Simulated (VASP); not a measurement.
Wanted: the native input for a VASP 6.6.1 run.

* Task: G0W0 quasiparticle levels
* Functional: PBE
* Potentials or basis: VASP PAW PBE potentials, release 64 (Mg_GW, O_GW)
* Cutoff: 500 eV
* k mesh: 2 × 2 × 2
* Occupations: gaussian, width 0.01 eV
* Spin: no spin polarisation
* Dipole correction: no
* GW scheme: G0W0
* GW iterations: 1
* Cutoff of the response function: 100
* Frequency points: 48
* Empty bands: 30
* Further INCAR settings: ALGO = EVGW0; EDIFF = 1e-08; NBANDS = 34

The system is MgO.

```
Mg O
1.0
     0.00000    2.10550    2.10550
     2.10550    0.00000    2.10550
     2.10550    2.10550    0.00000
Mg O
1 1
Direct
  0.00000 0.00000 0.00000
  0.50000 0.50000 0.50000
```

These files were run (other wordings do the same):

POSCAR

```
MgO
1.0
    0.0000000000      2.1055000000      2.1055000000
    2.1055000000      0.0000000000      2.1055000000
    2.1055000000      2.1055000000      0.0000000000
Mg O
1 1
Direct
    0.0000000000      0.0000000000      0.0000000000
    0.5000000000      0.5000000000      0.5000000000
```

INCAR.step1

```
PREC = Accurate ; ENCUT = 500
EDIFF = 1E-8 ; ISMEAR = 0
SIGMA = 0.01 ; LREAL = F
LASPH = T ; NELM = 80
ALGO = Normal ; LWAVE = T
LCHARG = F ; GGA = PE
```

INCAR.step2

```
PREC = Accurate ; ENCUT = 500
EDIFF = 1E-8 ; ISMEAR = 0
SIGMA = 0.01 ; LREAL = F
LASPH = T ; NELM = 1
ALGO = Exact ; LWAVE = T
LCHARG = F ; GGA = PE
NBANDS = 34 ; LOPTICS = T
ISTART = 1
```

INCAR.step3

```
PREC = Accurate ; ENCUT = 500
EDIFF = 1E-8 ; ISMEAR = 0
SIGMA = 0.01 ; LREAL = F
LASPH = T ; ALGO = EVGW0
LWAVE = F ; LCHARG = F
GGA = PE ; NELMGW = 1
NBANDS = 34 ; ENCUTGW = 100.0
NOMEGA = 48 ; PRECFOCK = Fast
ISTART = 1 ; NBANDSGW = 12
```

KPOINTS

```
Automatic mesh
0
Gamma
  2 2 2
```

Potentials or basis: VASP PAW PBE potentials, release 64 (Mg_GW, O_GW).

Launch:

```bash
$ cat potpaw_PBE.64/Mg_GW/POTCAR potpaw_PBE.64/O_GW/POTCAR > POTCAR
$ cp INCAR.step1 INCAR
$ mpirun -np 1 vasp_std > vasp.out
$ cp INCAR.step2 INCAR
$ mpirun -np 1 vasp_std > vasp.out
$ cp INCAR.step3 INCAR
$ mpirun -np 1 vasp_std > vasp.out
```

It gave:

| Property | Result |
| --- | --- |
| Band gap on the k mesh, mean-field level | 4.48 eV, direct |
| Quasiparticle gap | 6.29 eV |
| Least direct quasiparticle gap | 6.29 eV |

Caveat: the k points lie up to 1.29 Å⁻¹ apart; bands, screening cutoff and mesh are small and nothing is extrapolated, so the quasiparticle values aren't converged.

It used 12 s of CPU time on 1 thread of Intel Xeon 8259CL (shared host).
